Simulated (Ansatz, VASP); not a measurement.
**One calculation of Al3Cu, two programs**

INCAR

```
SYSTEM = Al3Cu
PREC = Accurate
ENCUT = 520
EDIFF = 1E-7
ISMEAR = 0
SIGMA = 0.15
LREAL = .False.
LASPH = .True.
NELM = 60
ALGO = Fast
ISIF = 2
LWAVE = .False.
LCHARG = .True.
GGA = CA
LELF = .True.
LVHAR = .True.
NBANDS = 18
```

The input KPOINTS:

```
Automatic mesh
0
Gamma
  12 12 12
  0 0 0
```

The input POSCAR:

```
Al3Cu
1.0
    3.8258236479      0.0000000000      0.0000000000
    0.0000000000      3.8258236479      0.0000000000
    0.0000000000      0.0000000000      3.6004826351
Al Cu
3 1
Direct
    0.0000000000      0.5000000000      0.5000000000
    0.5000000000      0.0000000000      0.5000000000
    0.5000000000      0.5000000000      0.0000000000
    0.0000000000      0.0000000000      0.0000000000
```

Input for Ansatz:

```yaml
crystal:
  lattice:
    - [3.8258236479, 0.0, 0.0]
    - [0.0, 3.8258236479, 0.0]
    - [0.0, 0.0, 3.6004826351]
  atoms:
    - { symbol: Al, position: [0.0, 0.5, 0.5] }
    - { symbol: Al, position: [0.5, 0.0, 0.5] }
    - { symbol: Al, position: [0.5, 0.5, 0.0] }
    - { symbol: Cu, position: [0.0, 0.0, 0.0] }
basis:
  ecutwfc: 520.0
kpoints:
  mp_grid: { grid: [12, 12, 12] }
hamiltonian:
  xc: lda
  pseudopotentials: { kind: paw, azcp: { folder: soft_1 } }
scf:
  occupations: { method: gaussian, width: 0.15 }
output:
  forces: true
  stress: true
  eigenvalues: true
```

Alike in both runs: task single point; functional LDA; k mesh 12 × 12 × 12; occupations gaussian, width 0.15 eV; no spin polarisation.

|  | VASP | Ansatz |
| --- | --- | --- |
| version | VASP 6.6.1 | Ansatz 0.2.0 |
| potentials or method | VASP PAW LDA potentials, release 64 (Al, Cu), cutoff 520 eV | scalar-relativistic, plane waves, PAW |
| valence electrons in the cell | 20 | 28 |

Ansatz gave:

```
gap on the k mesh at the Fermi level (eV)                     : none
pressure (GPa)                                                : 10.6
traceless stress, the component that is largest in VASP (GPa) : 5.05
```

Task: What did VASP give for the same quantities?

Result: gap on the k mesh at the Fermi level (eV): none; pressure (GPa): 11.1; traceless stress, the component that is largest in VASP (GPa): 5.08.

Ansatz warns that its potentials were made for another functional, while VASP's fit it. LDA's correlation is that of Perdew and Zunger in VASP and of Perdew and Wang (1992) in Ansatz. A gap of «none» marks a metal or a gap that the smearing closes. VASP's potentials hold 20 valence electrons a cell and Ansatz's 28, so a difference there can come from the potentials and not from the codes.
